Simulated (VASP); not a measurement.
Write the native input for VASP 6.6.1 that does the following.

```yaml
Task: electric field gradients
Functional: PBEsol
Potentials_or_basis: VASP PAW PBE potentials, release 64 (Sb)
Cutoff: 520 eV
k_mesh: 12 × 12 × 12
Occupations: fermi-dirac, width 0.05 eV
Spin: no spin polarisation
Dipole_correction: no
Further_INCAR_settings: ALGO = Normal; EDIFF = 1e-08; NBANDS = 8
```

The structure of Sb lies in POSCAR:

```
Sb
1.0
    0.0000000000      2.3202653455      2.3202653455
    2.3202653455      0.0000000000      2.3202653455
    2.3202653455      2.3202653455      0.0000000000
Sb
1
Direct
    0.0000000000      0.0000000000      0.0000000000
```

This cell differs from its parent crystal: volume scaled by 1.02.

These files were run (other wordings do the same):

INCAR

```
SYSTEM = Sb
  PREC = Accurate
  ENCUT = 520
  EDIFF = 1E-8
  ISMEAR = -1
  SIGMA = 0.05
  LREAL = .False.
  LASPH = .True.
  NELM = 60
  ALGO = Normal
  ISIF = 2
  LWAVE = .False.
  LCHARG = .False.
  GGA = PS
  LEFG = .True.
  NBANDS = 8
```

KPOINTS

```
Automatic mesh
0
Gamma
  12 12 12
  0 0 0
```

Potentials or basis: VASP PAW PBE potentials, release 64 (Sb).

Command:

```bash
$ cat potpaw_PBE.64/Sb/POTCAR > POTCAR
$ mpirun -np 1 vasp_std > vasp.out
```

Results of the run:

| Quantity | Value |
| --- | --- |
| Pressure | 3.5 GPa |

Caveat: without QUAD_EFG the Cq values of the log hold for a quadrupole moment of 1 mb, not for the nuclei; the PAW data sets were made with another functional, which shifts forces and pressure a little.

Run time: 7.3 s on 1 thread of Intel(R) Xeon(R) Platinum 8259CL CPU @ 2.50GHz (Skylake/Cascade Lake), on a shared host, peak memory 0.14 GiB.
